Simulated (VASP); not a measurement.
Input of a VASP 6.6.1 run:

File INCAR:

```
SYSTEM = KCl
PREC     = Accurate       ! precision mode
ENCUT    = 500            ! plane-wave cutoff, eV
EDIFF    = 1E-6           ! SCF threshold, eV
ISMEAR   = 0              ! smearing method
SIGMA    = 0.01           ! smearing width, eV
LREAL    = .FALSE.        ! projectors in reciprocal space
LASPH    = .TRUE.         ! aspherical terms in the spheres
NELM     = 120            ! most SCF steps
ALGO     = Normal         ! electronic algorithm
ISIF     = 2              ! what is computed and relaxed
LWAVE    = .FALSE.        ! write WAVECAR
LCHARG   = .TRUE.         ! write CHGCAR
GGA      = CA             ! functional
LELF     = .TRUE.         ! ELF
LVHAR    = .TRUE.       
NBANDS   = 15             ! bands
GGA_COMPAT= .FALSE.
```

Contents of KPOINTS:

```
Automatic mesh
0
G
  5 5 5
  0 0 0
```

The input POSCAR:

```
KCl
1.0
    3.8391960000      0.0000000000      0.0000000000
    0.0000000000      3.8391960000      0.0000000000
    0.0000000000      0.0000000000      3.8391960000
K Cl
1 1
Direct
    0.0000000000      0.0000000000      0.0000000000
    0.5000000000      0.5000000000      0.5000000000
```

Potentials or basis: VASP PAW LDA potentials, release 64 (K_sv, Cl).

The run is started by

```bash
$ cat potpaw_LDA.64/K_sv/POTCAR potpaw_LDA.64/Cl/POTCAR > POTCAR
$ mpirun -np 1 vasp_std > vasp.out
```

(1) Estimate the band gap on the k mesh.

(2) Predict the pressure.

Results:

(1) 4.41 eV (least direct gap 4.58 eV).

(2) -3.1 GPa.

Caveat: the cell stands under tension; an odd mesh through Γ misses points on the zone boundary, where band edges can lie.
